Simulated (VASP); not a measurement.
A run of VASP 6.6.1:

Contents of POSCAR:

```
Sc
1.0
   -1.8400000000      1.8400000000      1.8400000000
    1.8400000000     -1.8400000000      1.8400000000
    1.8400000000      1.8400000000     -1.8400000000
Sc
1
Direct
    0.0000000000      0.0000000000      0.0000000000
```

The input INCAR.step1:

```
SYSTEM = Sc
  PREC = Accurate
  ENCUT = 550
  ISMEAR = 1
  SIGMA = 0.05
  LREAL = .FALSE.
  LASPH = .TRUE.
  NELM = 120
  GGA = PE
  ALGO = Normal
  EDIFF = 1E-5
  LWAVE = .TRUE.
  LCHARG = .FALSE.
  GGA_COMPAT = .FALSE.
  IBRION = 2
  ISIF = 3
  EDIFFG = -0.005
  NELMIN = 4
  NSW = 100
```

INCAR.step2

```
SYSTEM = Sc
  PREC = Accurate
  ENCUT = 550
  EDIFF = 1E-7
  ISMEAR = 1
  SIGMA = 0.05
  LREAL = .FALSE.
  LASPH = .TRUE.
  NELM = 120
  ALGO = Normal
  ISIF = 3
  LWAVE = .FALSE.
  LCHARG = .FALSE.
  METAGGA = R2SCAN
  LMIXTAU = .TRUE.
  IBRION = 2
  NSW = 80
  EDIFFG = -0.03
  ISTART = 1
  GGA_COMPAT = .FALSE.
  NELMIN = 4
```

File KPOINTS:

```
regular mesh
0
G
  16 16 16
  0 0 0
```

Potentials or basis: VASP PAW PBE potentials, release 64 (Sc_sv).

The run is started by

```sh
$ cat potpaw_PBE.64/Sc_sv/POTCAR > POTCAR
$ cp INCAR.step1 INCAR
$ mpirun -np 1 vasp_std > vasp.out
$ cp INCAR.step2 INCAR
$ mpirun -np 1 vasp_std > vasp.out
```

Hardware: 1 thread of Intel(R) Xeon(R) Platinum 8488C (Sapphire Rapids), with other jobs on the host.

How long does it take, and how much memory?

Wall time 96 s on 1 thread of Intel(R) Xeon(R) Platinum 8488C (Sapphire Rapids), with other jobs on the host, peak memory 0.17 GiB. Counts: k points 145, ion steps 2.
